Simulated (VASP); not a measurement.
Crystal: W.

```
W
1.0
     2.65715   -1.75618    0.00000
     2.65715    1.75618    0.00000
     0.00000    0.00000    7.16388
W
4
Direct
  0.85000 0.15000 0.11700
  0.65000 0.35000 0.61700
  0.15000 0.85000 0.88300
  0.35000 0.65000 0.38300
```

| Quantity | Value |
| --- | --- |
| Program | VASP 6.6.1 |
| Task | relaxation of cell and atoms |
| Functional | PBEsol |
| Potentials or basis | VASP PAW PBE potentials, release 64 (W_sv) |
| Cutoff | 600 eV |
| k mesh | 6 × 6 × 4 |
| Occupations | gaussian, width 0.1 eV |
| Spin | no spin polarisation |

At the start: pressure 41.2 GPa; volume 16.71 Å³/atom.

Q: How do energy, volume and symmetry change on relaxing?

A: Over 30 steps the energy falls by 2589.4 meV/atom and the volume is 15.66 Å³/atom (-6.3 %); space group Cmce (No. 64, to 0.1 Å) before, Im-3m (No. 229, to 0.1 Å).

The path:
| step | energy change (eV) | largest force (eV/Å) | pressure (GPa) | volume (Å³) |
| --- | --- | --- | --- | --- |
| 1 | 0.0000 | 13.5062 | 41.23 | 66.86 |
| 2 | -1.4019 | 0.8601 | -9.16 | 106.62 |
| 3 | -1.6080 | 0.9851 | -11.30 | 104.67 |
| 4 | -1.7893 | 1.1560 | -13.59 | 102.31 |
| 5 | -4.2445 | 1.1565 | -21.43 | 85.04 |
| 6 | -5.6719 | 2.5972 | -15.28 | 76.02 |
| 7 | -5.5224 | 2.4116 | -3.19 | 71.45 |
| 8 | -5.7262 | 2.6481 | -12.12 | 74.55 |
| 9 | -8.1011 | 3.8144 | 6.03 | 64.29 |
| 10 | -8.1135 | 3.9905 | 12.09 | 62.86 |
| 11 | -9.2772 | 0.6158 | 6.34 | 62.54 |
| 12 | -9.2918 | 0.4357 | 6.54 | 62.49 |
| 13 | -9.6854 | 0.4582 | -4.47 | 64.37 |
| 14 | -9.8087 | 0.5541 | -22.05 | 68.24 |
| 15 | -9.8791 | 0.5088 | -15.86 | 66.65 |
| 16 | -10.1004 | 0.5796 | -12.08 | 65.52 |
| 17 | -10.1946 | 0.6280 | -7.61 | 64.40 |
| 18 | -10.1963 | 0.6348 | -6.96 | 64.26 |
| 19 | -10.2484 | 0.5926 | -2.54 | 63.30 |
| 20 | -10.2638 | 0.5625 | 1.44 | 62.51 |
| 21 | -10.2782 | 0.5023 | 0.87 | 62.59 |
| 22 | -10.3059 | 0.4021 | -0.60 | 62.84 |
| 23 | -10.2919 | 0.6335 | -2.93 | 63.34 |
| 24 | -10.3114 | 0.4303 | -1.51 | 63.02 |
| 25 | -10.3268 | 0.3793 | -0.41 | 62.79 |
| 26 | -10.3453 | 0.2549 | 3.11 | 62.09 |
| 27 | -10.3561 | 0.1158 | 0.38 | 62.59 |
| 28 | -10.3564 | 0.0995 | -0.04 | 62.67 |
| 29 | -10.3573 | 0.0600 | 0.09 | 62.64 |
| 30 | -10.3576 | 0.0251 | 0.21 | 62.62 |

Final structure:
```
CELL_PARAMETERS angstrom
2.21510 -1.57094 0.00000
2.21510 1.57094 0.00000
0.00000 0.00000 8.99773
ATOMIC_POSITIONS crystal
W 0.74893 0.25107 0.12496
W 0.75107 0.24893 0.62496
W 0.25107 0.74893 0.87504
W 0.24893 0.75107 0.37504
```

Caveat: a cell axis changed by over 15 % at a fixed basis, so the end point is rough; the PAW data sets were made with another functional, which shifts forces and pressure a little.
